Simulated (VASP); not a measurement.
# ZnS (P1) in VASP: further runs

Aim: see how the results for ZnS move with the level of theory and the settings. Levels: HF, PBE. Tasks: single point.

Everything below comes from runs of VASP 6.6.1. Logs are shortened: lines on timing, memory, paths and dates and some standing lists are left out, and cuts for length are marked.

**1. The cell of the first run**

The typed cell holds 2 atoms: a = 3.825 Å, b = 3.825 Å, c = 3.825 Å, α = 60.00°, β = 60.00°, γ = 60.00°.

**2. Single point, HF**

Input file POSCAR:

```
ZnS
1.0
    0.0000000000      2.7050000000      2.7050000000
    2.7050000000      0.0000000000      2.7050000000
    2.7050000000      2.7050000000      0.0000000000
Zn S
1 1
Direct
    0.0000000000      0.0000000000      0.0000000000
    0.2750000000      0.2500000000      0.2350000000
```

Input file INCAR.step1:

```
SYSTEM = ZnS
PREC = Accurate ; ENCUT = 400
EDIFF = 1E-5 ; ISMEAR = 0
SIGMA = 0.01 ; LREAL = .FALSE.
LASPH = .TRUE. ; NELM = 120
ALGO = Normal ; ISIF = 2
LWAVE = .TRUE. ; NBANDS = 16
GGA = PE ; GGA_COMPAT = .FALSE.
```

Input file INCAR.step2:

```
SYSTEM = ZnS
PREC = Accurate ; ENCUT = 400
EDIFF = 1E-6 ; ISMEAR = 0
SIGMA = 0.01 ; LREAL = .FALSE.
LASPH = .TRUE. ; NELM = 120
ALGO = Normal ; ISIF = 2
LWAVE = .FALSE. ; LCHARG = .TRUE.
GGA = PE ; LHFCALC = .TRUE.
AEXX = 1.0 ; ALDAC = 0.0
AGGAC = 0.0 ; PRECFOCK = Normal
LELF = .TRUE. ; LVHAR = .TRUE.
NBANDS = 16 ; ISTART = 1
GGA_COMPAT = .FALSE.
```

Input file KPOINTS:

```
regular mesh
0
G
  3 3 3
  0 0 0
```

Potentials or basis: VASP PAW PBE potentials, release 64 (Zn, S).

Command:

```sh
> cat potpaw_PBE.64/Zn/POTCAR potpaw_PBE.64/S/POTCAR > POTCAR
> cp INCAR.step1 INCAR
> mpirun -np 1 vasp_std > vasp.out
> cp INCAR.step2 INCAR
> mpirun -np 1 vasp_std > vasp.out
```

OUTCAR:

```text
SYSTEM = ZnS
   PREC = Accurate
   ENCUT = 400
   EDIFF = 1E-6
   ISMEAR = 0
   LREAL = .FALSE.
   LASPH = .TRUE.
   NELM = 120
   ISIF = 2
   GGA = PE
   LHFCALC = .TRUE.
   AEXX = 1.0
   PRECFOCK = Normal
   ISTART = 1

 ion  position               nearest neighbor table
   1  0.000  0.000  0.000-   2 2.26   2 2.34   2 2.38   2 2.39
   2  0.275  0.250  0.235-   1 2.26   1 2.34   1 2.38   1 2.39

  LATTYP: Found a face centered cubic cell.
 ALAT       =     5.4100000000

  Lattice vectors:

 A1 = (   0.0000000000,   2.7050000000,   2.7050000000)
 A2 = (   2.7050000000,   0.0000000000,   2.7050000000)
 A3 = (   2.7050000000,   2.7050000000,   0.0000000000)

Analysis of symmetry for initial positions (statically):
=====================================================================
 Subroutine PRICEL returns:
 Original cell was already a primitive cell.

 Routine SETGRP: Setting up the symmetry group for a
 face centered cubic supercell.

 Subroutine GETGRP returns: Found  1 space group operations
 (whereof  1 operations were pure point group operations)
 out of a pool of 48 trial point group operations.

The static configuration has the point symmetry C_1 .

Analysis of symmetry for dynamics (positions and initial velocities):
=====================================================================
 Subroutine PRICEL returns:
 Original cell was already a primitive cell.

 Routine SETGRP: Setting up the symmetry group for a
 face centered cubic supercell.

 Subroutine GETGRP returns: Found  1 space group operations
 (whereof  1 operations were pure point group operations)
 out of a pool of 48 trial point group operations.

The dynamic configuration has the point symmetry C_1 .

 Subroutine INISYM returns: Found  1 space group operations
 (whereof  1 operations are pure point group operations),
 and found     1 'primitive' translations

----------------------------------------------------------------------------------------

                                     Primitive cell

  volume of cell :      39.5851

  direct lattice vectors                    reciprocal lattice vectors
     0.000000000  2.705000000  2.705000000    -0.184842884  0.184842884  0.184842884
     2.705000000  0.000000000  2.705000000     0.184842884 -0.184842884  0.184842884
     2.705000000  2.705000000  0.000000000     0.184842884  0.184842884 -0.184842884

  length of vectors
     3.825447686  3.825447686  3.825447686     0.320157266  0.320157266  0.320157266

  position of ions in fractional coordinates (direct lattice)
     0.000000000  0.000000000  0.000000000
     0.275000000  0.250000000  0.235000000

  ion indices of the primitive-cell ions
   primitive index   ion index
                 1           1
                 2           2

----------------------------------------------------------------------------------------

 KPOINTS: regular mesh

Automatic generation of k-mesh.
 Grid dimensions read from file:
 generate k-points for:    3    3    3

 Generating k-lattice:

  Cartesian coordinates                     Fractional coordinates (reciprocal lattice)
    -0.061614295  0.061614295  0.061614295     0.333333333  0.000000000  0.000000000
     0.061614295 -0.061614295  0.061614295     0.000000000  0.333333333  0.000000000
     0.061614295  0.061614295 -0.061614295     0.000000000  0.000000000  0.333333333

  Length of vectors
     0.106719089  0.106719089  0.106719089

  Shift w.r.t. Gamma in fractional coordinates (k-lattice)
     0.000000000  0.000000000  0.000000000

 Subroutine IBZKPT returns following result:
 ===========================================

 Found     14 irreducible k-points:

 Following reciprocal coordinates:
            Coordinates               Weight
  0.000000  0.000000  0.000000      1.000000
  0.333333  0.000000  0.000000      2.000000
  0.000000  0.333333  0.000000      2.000000
  0.000000  0.000000  0.333333      2.000000
  0.333333  0.333333  0.333333      2.000000
  0.333333  0.333333  0.000000      2.000000
  0.000000  0.333333  0.333333      2.000000
  0.333333  0.000000  0.333333      2.000000
 -0.333333  0.333333  0.000000      2.000000
  0.000000 -0.333333  0.333333      2.000000
  0.333333  0.000000 -0.333333      2.000000
  0.333333  0.333333 -0.333333      2.000000
 -0.333333  0.333333 -0.333333      2.000000
  0.333333 -0.333333 -0.333333      2.000000
   k-points           NKPTS =     14   k-points in BZ     NKDIM =     27   number of bands    NBANDS=     16
   number of dos      NEDOS =    301   number of ions     NIONS =      2
   total plane-waves  NPLWV =  21952
   dimension x,y,z NGX =    28 NGY =   28 NGZ =   28
   dimension x,y,z NGXF=    56 NGYF=   56 NGZF=   56
   ions per type =               1   1
   NGX,Y,Z   is equivalent  to a cutoff of  12.17, 12.17, 12.17 a.u.
   NGXF,Y,Z  is equivalent  to a cutoff of  24.34, 24.34, 24.34 a.u.
 SYSTEM =  ZnS
   PREC   = accura    normal or accurate (medium, high low for compatibility)
   ISTART =      1    job   : 0-new  1-cont  2-samecut
   ICHARG =      0    charge: 1-file 2-atom 10-const
   ISPIN  =      1    spin polarized calculation?
   LNONCOLLINEAR =      F non collinear calculations
   LSORBIT =      F    spin-orbit coupling
   LASPH  =      T    aspherical Exc in radial PAW
   ENCUT  =  400.0 eV  29.40 Ry    5.42 a.u.   6.24  6.24  6.24*2*pi/ulx,y,z
   NELM   =    120;   NELMIN=  2; NELMDL=  0     # of ELM steps
   EDIFF  = 0.1E-05   stopping-criterion for ELM
   LREAL  =      F    real-space projection
   EDIFFG = 0.1E-04   stopping-criterion for IOM
   NSW    =      0    number of steps for IOM
   IBRION =     -1    ionic relax: 0-MD 1-quasi-New 2-CG
   NFREE  =      0    steps in history (QN), initial steepest desc. (CG)
   ISIF   =      2    stress and relaxation
   ISYM   =      3    0-nonsym 1-usesym 2-fastsym
   POTIM  = 0.5000    time-step for ionic-motion
   TEBEG  =    0.0;   TEEND  =   0.0 temperature during run
   PSTRESS=    0.0 pullay stress
   NELECT =      18.0000    total number of electrons
   NUPDOWN=      -1.0000    fix difference up-down
   EMIN   =  10.00;   EMAX   =-10.00  energy-range for DOS
   EFERMI =   0.00;   METHOD = LEGACY
   ISMEAR =     0;   SIGMA  =   0.01  broadening in eV -4-tet -1-fermi 0-gaus
   EFERMI_NEDOS =   21; number of points for ismear=-14 and -15
   IALGO  =     38    algorithm
   IMIX   =      1    mixing-type and parameters
     AMIX     =   0.40;   BMIX     =  1.00
     AMIX_MAG =   1.60;   BMIX_MAG =  1.00
  volume/ion in A,a.u.               =      19.79       133.57
  Fermi-wavevector in a.u.,A,eV,Ry     =   1.258892  2.378961 21.562629  1.584809
  Thomas-Fermi vector in A             =   2.392479
   LORBIT       =      0    0 simple, 1 ext, 2 COOP (PROOUT), +10 PAW based schemes
   GGA     = PE    functional components
   LHFCALC =     T    Hartree Fock is set to
   PRECFOCK=normal    Normal, Fast or Accurate (Low or Medium for compatibility)
   ENCUT4O =  -1.0   cutoff for four orbital integrals eV
   NKREDX  =     1    reduce k-point grid by
   NKREDY  =     1    reduce k-point grid by
   NKREDZ  =     1    reduce k-point grid by
   AEXX    =    1.0000 exact exchange contribution
   HFSCREEN=    0.0000 screening length (either q_TF or 0.3 A-1)
   HFSCREENC=   0.0000 screening length for correlation (either q_TF or 0.3 A-1)
   ENCUTFOCK=  -1.0 apply spherical cutoff to Coloumb kernel
   IVDW    =     0    specifies the selected vdW correction
   LEPSILON=     F    determine dielectric tensor
   LRPA    =     F    only Hartree local field effects (RPA)
 non-spin polarized calculation
 Gauss-broadening in eV      SIGMA  =   0.01
  energy-cutoff  :      400.00
  volume of cell :       39.59
 maximum number of plane-waves:       745
 NGX is ok and might be reduce to    28
  NGX = 20; NGY = 20; NGZ = 20

 number of electron      18.0000000 magnetization

 Free energy of the ion-electron system (eV)
  ---------------------------------------------------
  ext. energy  EPLUGINS =         0.00000000
  ---------------------------------------------------
  free energy    TOTEN  =       -13.79390068 eV

  energy without entropy =      -13.79390068  energy(sigma->0) =      -13.79390068

 E-fermi :  -1.1696     XC(G=0):   0.0000

 val. band max:       -1.2253020481   @ k =   0.0000   0.0000   0.0000
 cond. band min:       9.3116195057   @ k =   0.0000   0.0000   0.0000
 fundamental gap:     10.5369215539
 Fermi energy:        -1.1696242615

 k-point     1 :       0.0000    0.0000    0.0000
  band No.  band energies     occupation
      1     -18.9456      2.00000
      2     -13.9821      2.00000
      3     -13.9595      2.00000
      4     -13.9502      2.00000
      5     -13.5860      2.00000
      6     -13.5854      2.00000
[... 8 lines left out ...]
     15      19.6329      0.00000
     16      20.0168      0.00000

 k-point     2 :       0.3333    0.0000    0.0000
  band No.  band energies     occupation
      1     -18.1518      2.00000
      2     -13.8738      2.00000
      3     -13.8710      2.00000
      4     -13.5862      2.00000
      5     -13.5857      2.00000
      6     -13.5466      2.00000
[... 8 lines left out ...]
     15      19.3601      0.00000
     16      19.3914      0.00000

 k-point     3 :       0.0000    0.3333    0.0000
  band No.  band energies     occupation
      1     -18.1728      2.00000
      2     -13.9014      2.00000
      3     -13.8899      2.00000
      4     -13.5848      2.00000
      5     -13.5836      2.00000
      6     -13.5324      2.00000
[... 8 lines left out ...]
     15      19.4508      0.00000
     16      19.5129      0.00000
[... 172 lines left out ...]
 k-point    13 :      -0.3333    0.3333   -0.3333
  band No.  band energies     occupation
      1     -17.6612      2.00000
      2     -13.8276      2.00000
      3     -13.8046      2.00000
      4     -13.6349      2.00000
      5     -13.5784      2.00000
      6     -13.0117      2.00000
[... 8 lines left out ...]
     15      19.5912      0.00000
     16      25.0878      0.00000

 k-point    14 :       0.3333   -0.3333   -0.3333
  band No.  band energies     occupation
      1     -17.6520      2.00000
      2     -13.8235      2.00000
      3     -13.7855      2.00000
      4     -13.6373      2.00000
      5     -13.5811      2.00000
      6     -13.0002      2.00000
[... 8 lines left out ...]
     15      19.6463      0.00000
     16      25.0986      0.00000

------------------------ aborting loop because EDIFF is reached ----------------------------------------

  FORCE on cell =-STRESS in cart. coord.  units (eV):
  Direction    XX          YY          ZZ          XY          YZ          ZX
  --------------------------------------------------------------------------------------
  -------------------------------------------------------------------------------------
  Total        1.9213473      1.9313777      1.8898754     -0.5322778      0.3498762     -0.2706689
  in kB       77.7650860     78.1710584     76.4912838    -21.5435440     14.1609745    -10.9551185
  external PRESSURE =      77.4758094 kB  Pullay stress =       0.0000000 kB

 VOLUME and BASIS-vectors are now :
 -----------------------------------------------------------------------------
  energy-cutoff  :      400.00
  volume of cell :       39.59
      direct lattice vectors                 reciprocal lattice vectors
     0.000000000  2.705000000  2.705000000    -0.184842884  0.184842884  0.184842884
     2.705000000  0.000000000  2.705000000     0.184842884 -0.184842884  0.184842884
     2.705000000  2.705000000  0.000000000     0.184842884  0.184842884 -0.184842884

 POSITION                                       TOTAL-FORCE (eV/Angst)
 -----------------------------------------------------------------------------------
      0.00000      0.00000      0.00000        -0.339706      0.270482      0.504744
      1.31192      1.37955      1.42012         0.339706     -0.270482     -0.504744
 -----------------------------------------------------------------------------------
    total drift:                                0.000171     -0.000072     -0.000287

  FREE ENERGIE OF THE ION-ELECTRON SYSTEM (eV)
  ---------------------------------------------------
  free  energy   TOTEN  =       -13.7939006776 eV

  energy  without entropy=      -13.7939006776  energy(sigma->0) =      -13.79390068
```

Wall time 3 min (1 thread of Intel Xeon 6975P-C (Granite Rapids), shared host); peak memory 0.15 GiB.

What came out:

```yaml
Free_energy: -13.7939 eV
Pressure: 7.7 GPa
Largest_force: 0.666 eV/Å
Band_gap_on_the_k_mesh: 10.54 eV, direct
```

Forces in eV/Å, atoms in the order of the input:
```
Zn  -0.340  0.270  0.505
S    0.340 -0.270 -0.505
```

Caveat: the k points lie up to 0.67 Å⁻¹ apart; the PAW data sets were made with another functional, which shifts forces and pressure a little.

(Part 1 of 2 ends here.)
